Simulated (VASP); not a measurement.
Write the native input for VASP 6.6.1 that does the following.

```
Task                   : single point
Functional             : LDA
Potentials or basis    : VASP PAW LDA potentials, release 64 (Cu, I)
Cutoff                 : 520 eV
k mesh                 : 6 × 6 × 6
Occupations            : gaussian, width 0.01 eV
Spin                   : no spin polarisation
Dipole correction      : no
Further INCAR settings : ALGO = Normal; EDIFF = 1e-06; NBANDS = 16
```

The structure of CuI (Marshite) lies in POSCAR:

```
CuI
1.0
    2.9016788446      2.9016788446      0.0000000000
   -2.9016788446      2.9016788446      0.0000000000
    0.0000000000      2.9016788446      2.9485746643
Cu I
1 1
Direct
    0.7500000000      0.2500000000      0.5000000000
    0.0000000000      0.0000000000      0.0000000000
```

This cell differs from its parent crystal: in-plane strain -0.01.

One way to write it, as run:

INCAR

```
  PREC = Accurate
  ENCUT = 520
  EDIFF = 1E-6
  ISMEAR = 0
  SIGMA = 0.01
  LREAL = F
  LASPH = T
  NELM = 60
  ALGO = Normal
  ISIF = 2
  LWAVE = F
  LCHARG = F
  GGA = CA
  NBANDS = 16
```

KPOINTS

```
regular mesh
0
Gamma
  6 6 6
```

Potentials or basis: VASP PAW LDA potentials, release 64 (Cu, I).

Launch:

```console
$ cat potpaw_LDA.64/Cu/POTCAR potpaw_LDA.64/I/POTCAR > POTCAR
$ mpirun -np 1 vasp_std > vasp.out
```

Results of the run:

| Item | Value |
| --- | --- |
| Pressure | 0.9 GPa |
| Band gap on the k mesh | 1.32 eV, direct |

Caveat: the cell differs from its parent crystal (in-plane strain -0.01); spin-orbit coupling is left out, which moves the levels of the heavy elements.

Wall time 18 s on 1 thread of Intel(R) Xeon(R) Platinum 8488C (Sapphire Rapids), with other jobs on the host, peak memory 0.16 GiB.
